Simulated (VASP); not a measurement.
# Sr32Li (a cell with a defect) in VASP: single point with PBE

Aim: the single point of Sr32Li (a cell with a defect) with PBE.

All numbers are computed with VASP 6.6.1; they aren't measurements. Logs are shortened: lines on timing, memory, paths and dates and some standing lists are left out, and cuts for length are marked.

**1. The cell of the first run**

The cell holds a defect, 33 atoms: a = 12.160 Å, b = 12.160 Å, c = 12.160 Å, α = 90.00°, β = 90.00°, γ = 90.00°.

**2. Single point, PBE**

INCAR reads:

```
SYSTEM = Sr32Li
ALGO = Normal
EDIFF = 1E-6
ENCUT = 520
GGA = PE
ISIF = 2
ISMEAR = -1
LASPH = .TRUE.
LCHARG = .FALSE.
LREAL = Auto
LWAVE = .FALSE.
NBANDS = 184
NELM = 60
PREC = Accurate
SIGMA = 0.15
```

KPOINTS reads:

```
k-points
0
G
  1 1 1
  0 0 0
```

POSCAR reads:

```
Sr32Li
1.0
   12.1600000000      0.0000000000      0.0000000000
    0.0000000000     12.1600000000      0.0000000000
    0.0000000000      0.0000000000     12.1600000000
Sr Li
32 1
Direct
    0.5000088269     -0.0000595826     -0.0032853264
    0.7486457178      0.2513981974      0.0013136139
    0.7532864441     -0.0000595922      0.2499852330
   -0.0000815699      0.0000256295     -0.0012890680
    0.2512856688      0.2512010392      0.0011188062
    0.4998752242      0.5000393339     -0.0163727189
    0.7487087259      0.7486240991      0.0012509563
    0.2467173632     -0.0000595696      0.2499854622
    0.4998842444      0.2343617026      0.2501897273
    0.7660150365      0.5000380307      0.2501972882
    0.5000087876     -0.0000595799      0.5032790682
    0.7489618128      0.2510801953      0.4987956896
    0.7513202547      0.0000255748      0.7501328830
    0.0001889979      0.4999973766     -0.0032885736
    0.2512244532      0.7488194391      0.0010594687
    0.0001891420      0.2467105112      0.2499853729
    0.2350675486      0.5000335991      0.2501751349
    0.4998886147      0.7652963845      0.2501827013
   -0.0000785832      0.0000246525      0.5014442509
    0.2509789438      0.2508987255      0.4989809290
    0.4998973880      0.5000323160      0.5145989787
    0.7490196239      0.7489391744      0.4988553268
    0.2485849441      0.0000249464      0.7501298159
    0.5000088644      0.2467045333      0.7496899929
    0.7532955081      0.4999972007      0.7496901196
    0.0001890296      0.7532883297      0.2499853723
    0.0001890114      0.4999973431      0.5032822647
    0.2509228993      0.7491187409      0.4990373264
   -0.0000804130      0.2486467601      0.7501317000
    0.2467082388      0.4999973077      0.7496899785
    0.5000089201      0.7532943122      0.7496900017
   -0.0000798824      0.7513831206      0.7501307962
    0.5011775137      0.4996281484      0.2480707277
```

Potentials or basis: VASP PAW PBE potentials, release 64 (Sr_sv, Li_sv).

Launch:

```console
> cat potpaw_PBE.64/Sr_sv/POTCAR potpaw_PBE.64/Li_sv/POTCAR > POTCAR
> mpirun -np 1 vasp_gam > vasp.out
```

OUTCAR:

```text
SYSTEM = Sr32Li
   EDIFF = 1E-6
   ENCUT = 520
   GGA = PE
   ISIF = 2
   ISMEAR = -1
   LASPH = .TRUE.
   LREAL = Auto
   NELM = 60
   PREC = Accurate

 ion  position               nearest neighbor table
   1  0.500  1.000  0.997-   9 4.20  18 4.20  31 4.24  24 4.25  13 4.28  23 4.28  15 4.30   5 4.30
                             7 4.30   2 4.30   3 4.36   8 4.36
   2  0.749  0.251  0.001-   6 4.28  10 4.28   9 4.28   1 4.30   3 4.30  14 4.30  16 4.30  25 4.30
                            24 4.30  29 4.32  13 4.32   4 4.32
   3  0.753  1.000  0.250-   9 4.20  18 4.20  26 4.24  16 4.24   4 4.28  19 4.28  22 4.30  12 4.30
                             7 4.30   2 4.30   1 4.36  11 4.36
   4  1.000  0.000  0.999-  13 4.27  29 4.28  32 4.28  23 4.28   3 4.28  16 4.28  26 4.28   8 4.28
                            15 4.32   5 4.32   7 4.32   2 4.32
   5  0.251  0.251  0.001-   6 4.28   9 4.28  17 4.29  14 4.30  16 4.30   1 4.30   8 4.30  24 4.30
                            30 4.30  23 4.32  29 4.32   4 4.32
   6  0.500  0.500  0.984-  33 3.22  30 4.19  31 4.19  24 4.19  25 4.19   2 4.28  15 4.28   7 4.28
                             5 4.28  17 4.57  18 4.57   9 4.58  10 4.58
   7  0.749  0.749  0.001-   6 4.28  10 4.28  18 4.28   1 4.30   3 4.30  14 4.30  25 4.30  26 4.30
                            31 4.30  32 4.32  13 4.32   4 4.32
   8  0.247  1.000  0.250-   9 4.20  18 4.20  26 4.24  16 4.24   4 4.28  19 4.28  28 4.30  20 4.30
                            15 4.30   5 4.30   1 4.36  11 4.36
   9  0.500  0.234  0.250-  33 3.23  11 4.19   8 4.20   3 4.20   1 4.20   2 4.28   5 4.28  12 4.28
[... 32 lines left out ...]
                             7 4.30   2 4.30  24 4.36  31 4.36
  26  0.000  0.753  0.250-  10 4.19  17 4.20   8 4.24   3 4.24   4 4.28  19 4.28  28 4.30  15 4.30
                            22 4.30   7 4.30  14 4.36  27 4.36
  27  0.000  0.500  0.503-  10 4.19  17 4.20  30 4.24  25 4.24  29 4.28  32 4.28  28 4.30  20 4.30
                            22 4.30  12 4.30  16 4.36  26 4.36
  28  0.251  0.749  0.499-  18 4.28  17 4.29  21 4.29  31 4.30  30 4.30  26 4.30  27 4.30   8 4.30
                            11 4.30  19 4.32  23 4.32  32 4.32
  29  1.000  0.249  0.750-   4 4.28  13 4.28  23 4.28  19 4.28  14 4.28  25 4.28  30 4.28  27 4.28
                            20 4.32  12 4.32   5 4.32   2 4.32
  30  0.247  0.500  0.750-   6 4.19  21 4.20  27 4.24  14 4.24  29 4.28  32 4.28  28 4.30  20 4.30
                            15 4.30   5 4.30  24 4.36  31 4.36
  31  0.500  0.753  0.750-   6 4.19  21 4.20  11 4.24   1 4.24  13 4.28  23 4.28  28 4.30  22 4.30
                            15 4.30   7 4.30  25 4.36  30 4.36
  32  1.000  0.751  0.750-   4 4.28  13 4.28  23 4.28  19 4.28  14 4.28  25 4.28  30 4.28  27 4.28
                            28 4.32  22 4.32  15 4.32   7 4.32
  33  0.501  0.500  0.248-   6 3.22  10 3.22   9 3.23  18 3.23  17 3.24  21 3.24

  LATTYP: Found a simple cubic cell.
 ALAT       =    12.1600000000

  Lattice vectors:

 A1 = (  12.1600000000,   0.0000000000,   0.0000000000)
 A2 = (   0.0000000000,  12.1600000000,   0.0000000000)
 A3 = (   0.0000000000,   0.0000000000,  12.1600000000)

Analysis of symmetry for initial positions (statically):
=====================================================================
 Subroutine PRICEL returns:
 Original cell was already a primitive cell.

 Routine SETGRP: Setting up the symmetry group for a
 simple cubic supercell.

 Subroutine GETGRP returns: Found  1 space group operations
 (whereof  1 operations were pure point group operations)
 out of a pool of 48 trial point group operations.

The static configuration has the point symmetry C_1 .

Analysis of symmetry for dynamics (positions and initial velocities):
=====================================================================
 Subroutine PRICEL returns:
 Original cell was already a primitive cell.

 Routine SETGRP: Setting up the symmetry group for a
 simple cubic supercell.

 Subroutine GETGRP returns: Found  1 space group operations
 (whereof  1 operations were pure point group operations)
 out of a pool of 48 trial point group operations.

The dynamic configuration has the point symmetry C_1 .

 Subroutine INISYM returns: Found  1 space group operations
 (whereof  1 operations are pure point group operations),
 and found     1 'primitive' translations

----------------------------------------------------------------------------------------

                                     Primitive cell

  volume of cell :    1798.0457

  direct lattice vectors                    reciprocal lattice vectors
    12.160000000  0.000000000  0.000000000     0.082236842  0.000000000  0.000000000
     0.000000000 12.160000000  0.000000000     0.000000000  0.082236842  0.000000000
     0.000000000  0.000000000 12.160000000     0.000000000  0.000000000  0.082236842

  length of vectors
[... 74 lines left out ...]

 KPOINTS: k-points

Automatic generation of k-mesh.
 Grid dimensions read from file:
 generate k-points for:    1    1    1

 Generating k-lattice:

  Cartesian coordinates                     Fractional coordinates (reciprocal lattice)
     0.082236842  0.000000000  0.000000000     1.000000000  0.000000000  0.000000000
     0.000000000  0.082236842  0.000000000     0.000000000  1.000000000  0.000000000
     0.000000000  0.000000000  0.082236842     0.000000000  0.000000000  1.000000000

  Length of vectors
     0.082236842  0.082236842  0.082236842

  Shift w.r.t. Gamma in fractional coordinates (k-lattice)
     0.000000000  0.000000000  0.000000000

 Subroutine IBZKPT returns following result:
 ===========================================

 Found      1 irreducible k-points:

 Following reciprocal coordinates:
            Coordinates               Weight
  0.000000  0.000000  0.000000      1.000000
   k-points           NKPTS =      1   k-points in BZ     NKDIM =      1   number of bands    NBANDS=    184
   number of dos      NEDOS =    301   number of ions     NIONS =     33
   total plane-waves  NPLWV = 729000
   dimension x,y,z NGX =    90 NGY =   90 NGZ =   90
   dimension x,y,z NGXF=   180 NGYF=  180 NGZF=  180
   ions per type =              32   1
   NGX,Y,Z   is equivalent  to a cutoff of  12.30, 12.30, 12.30 a.u.
   NGXF,Y,Z  is equivalent  to a cutoff of  24.61, 24.61, 24.61 a.u.
 SYSTEM =  Sr32Li
   PREC   = accura    normal or accurate (medium, high low for compatibility)
   ISTART =      0    job   : 0-new  1-cont  2-samecut
   ICHARG =      2    charge: 1-file 2-atom 10-const
   ISPIN  =      1    spin polarized calculation?
   LNONCOLLINEAR =      F non collinear calculations
   LSORBIT =      F    spin-orbit coupling
   LASPH  =      T    aspherical Exc in radial PAW
   ENCUT  =  520.0 eV  38.22 Ry    6.18 a.u.  22.61 22.61 22.61*2*pi/ulx,y,z
   NELM   =     60;   NELMIN=  2; NELMDL= -5     # of ELM steps
   EDIFF  = 0.1E-05   stopping-criterion for ELM
   LREAL  =      T    real-space projection
   EDIFFG = 0.1E-04   stopping-criterion for IOM
   NSW    =      0    number of steps for IOM
   IBRION =     -1    ionic relax: 0-MD 1-quasi-New 2-CG
   NFREE  =      0    steps in history (QN), initial steepest desc. (CG)
   ISIF   =      2    stress and relaxation
   ISYM   =      2    0-nonsym 1-usesym 2-fastsym
   POTIM  = 0.5000    time-step for ionic-motion
   TEBEG  =    0.0;   TEEND  =   0.0 temperature during run
   PSTRESS=    0.0 pullay stress
   NELECT =     323.0000    total number of electrons
   NUPDOWN=      -1.0000    fix difference up-down
   EMIN   =  10.00;   EMAX   =-10.00  energy-range for DOS
   EFERMI =   0.00;   METHOD = LEGACY
   ISMEAR =    -1;   SIGMA  =   0.15  broadening in eV -4-tet -1-fermi 0-gaus
   EFERMI_NEDOS =   21; number of points for ismear=-14 and -15
   IALGO  =     38    algorithm
   IMIX   =      4    mixing-type and parameters
     AMIX     =   0.40;   BMIX     =  1.00
     AMIX_MAG =   1.60;   BMIX_MAG =  1.00
  volume/ion in A,a.u.               =      54.49       367.69
  Fermi-wavevector in a.u.,A,eV,Ry     =   0.923724  1.745585 11.609382  0.853266
  Thomas-Fermi vector in A             =   2.049392
   LORBIT       =      0    0 simple, 1 ext, 2 COOP (PROOUT), +10 PAW based schemes
   GGA     = PE    functional components
   LHFCALC =     F    Hartree Fock is set to
   AEXX    =    0.0000 exact exchange contribution
   IVDW    =     0    specifies the selected vdW correction
   LEPSILON=     F    determine dielectric tensor
   LRPA    =     F    only Hartree local field effects (RPA)
 non-spin polarized calculation
  energy-cutoff  :      520.00
  volume of cell :     1798.05
 maximum number of plane-waves:     24245
 NGX is ok and might be reduce to    90
   NGX = 45   NGY = 45   NGZ = 45

 number of electron     322.9999994 magnetization

 Free energy of the ion-electron system (eV)
  ---------------------------------------------------
  ext. energy  EPLUGINS =         0.00000000
  ---------------------------------------------------
  free energy    TOTEN  =       -57.07496583 eV

  energy without entropy =      -53.89998900  energy(sigma->0) =      -55.48747741

 E-fermi :   1.6253     XC(G=0):  -7.3141

 val. band max:        1.6138781853   @ k =   0.0000   0.0000   0.0000
 cond. band min:       1.6281161088   @ k =   0.0000   0.0000   0.0000
 fundamental gap:      0.0142379235
 Fermi energy:         1.6252521644

 k-point     1 :       0.0000    0.0000    0.0000
  band No.  band energies     occupation
      1     -45.3940      2.00000
      2     -35.1319      2.00000
      3     -35.1310      2.00000
      4     -35.1307      2.00000
      5     -35.1305      2.00000
      6     -35.1300      2.00000
[... 165 lines left out ...]
    172       2.1502      0.05865
    173       2.1503      0.05861
 [bands above 173 left out]

------------------------ aborting loop because EDIFF is reached ----------------------------------------

  FORCE on cell =-STRESS in cart. coord.  units (eV):
  Direction    XX          YY          ZZ          XY          YZ          ZX
  --------------------------------------------------------------------------------------
  -------------------------------------------------------------------------------------
  Total       -2.7842788     -2.7399740     -2.7417495      0.0039642     -0.0055494     -0.0001737
  in kB       -2.4809761     -2.4414976     -2.4430797      0.0035324     -0.0049448     -0.0001548
  external PRESSURE =      -2.4551844 kB  Pullay stress =       0.0000000 kB

 VOLUME and BASIS-vectors are now :
 -----------------------------------------------------------------------------
  energy-cutoff  :      520.00
  volume of cell :     1798.05
      direct lattice vectors                 reciprocal lattice vectors
    12.160000000  0.000000000  0.000000000     0.082236842  0.000000000  0.000000000
     0.000000000 12.160000000  0.000000000     0.000000000  0.082236842  0.000000000
     0.000000000  0.000000000 12.160000000     0.000000000  0.000000000  0.082236842

 POSITION                                       TOTAL-FORCE (eV/Angst)
 -----------------------------------------------------------------------------------
      6.08011     12.15928     12.12005        -0.000434      0.000100     -0.007986
      9.10353      3.05700      0.01597        -0.002026      0.002453      0.002198
      9.15996     12.15928      3.03982         0.010477     -0.000222      0.000253
     12.15901      0.00031     12.14432         0.000347     -0.000063     -0.004538
      3.05563      3.05460      0.01360         0.002021      0.002157      0.002368
      6.07848      6.08048     11.96091        -0.000283      0.000038     -0.043395
[... 25 lines left out ...]
     12.15903      9.13682      9.12159        -0.000031      0.004566     -0.000036
      6.09432      6.07548      3.01654        -0.004147      0.001401      0.007596
 -----------------------------------------------------------------------------------
    total drift:                                0.001305     -0.000861     -0.005093

  FREE ENERGIE OF THE ION-ELECTRON SYSTEM (eV)
  ---------------------------------------------------
  free  energy   TOTEN  =       -57.0749658257 eV

  energy  without entropy=      -53.8999890019  energy(sigma->0) =      -55.48747741
```

Run time: 22 min. Hardware: 1 thread of Intel Xeon Platinum 8375C at 2.90GHz (Ice Lake), shared host; peak memory 1.4 GiB.

What came out:

```
Free energy            : -57.0750 eV
Largest force          : 0.043 eV/Å
Band gap on the k mesh : zero (an odd number of electrons rules out a gap without spin polarisation)
```

Forces on the atoms (eV/Å):
```
Sr   0.000  0.000 -0.008
Sr  -0.002  0.002  0.002
Sr   0.010  0.000  0.000
Sr   0.000  0.000 -0.005
Sr   0.002  0.002  0.002
Sr   0.000  0.000 -0.043
Sr  -0.002 -0.002  0.003
Sr  -0.010  0.000  0.000
Sr   0.000 -0.043  0.000
Sr   0.042  0.000  0.000
Sr   0.000  0.000  0.009
Sr  -0.003  0.002 -0.002
Sr   0.006  0.000 -0.001
Sr   0.000  0.000 -0.011
Sr   0.002 -0.002  0.003
Sr   0.000 -0.012  0.000
Sr  -0.038  0.000  0.000
Sr   0.000  0.041  0.000
Sr  -0.001  0.000  0.004
Sr   0.003  0.002 -0.002
Sr   0.000  0.000  0.038
Sr  -0.002 -0.002 -0.003
Sr  -0.005  0.000  0.000
Sr   0.000 -0.010  0.000
Sr   0.011  0.000  0.000
Sr   0.000  0.012  0.000
Sr   0.000  0.000  0.011
Sr   0.002 -0.002 -0.003
Sr   0.000 -0.005  0.000
Sr  -0.011  0.000  0.000
Sr   0.000  0.009  0.000
Sr   0.000  0.005  0.000
Li  -0.004  0.001  0.008
```

Levels at points of the mesh, in eV from the Fermi level:
| k point | band 159 | band 160 | band 161 | band 162 | band 163 | band 164 | band 165 | band 166 |
| --- | --- | --- | --- | --- | --- | --- | --- | --- |
| (0.00, 0.00, 0.00) | -0.04 | -0.03 | -0.03 | -0.01 | 0.00 | 0.00 | 0.00 | 0.28 |

Caveat: the k points lie up to 0.52 Å⁻¹ apart, too coarse for converged energies and pressures of a metal; the cutoff is under 1.25 times the usual one of these potentials, so pressure, stress and relaxed cells hold a basis-set (Pulay) error.
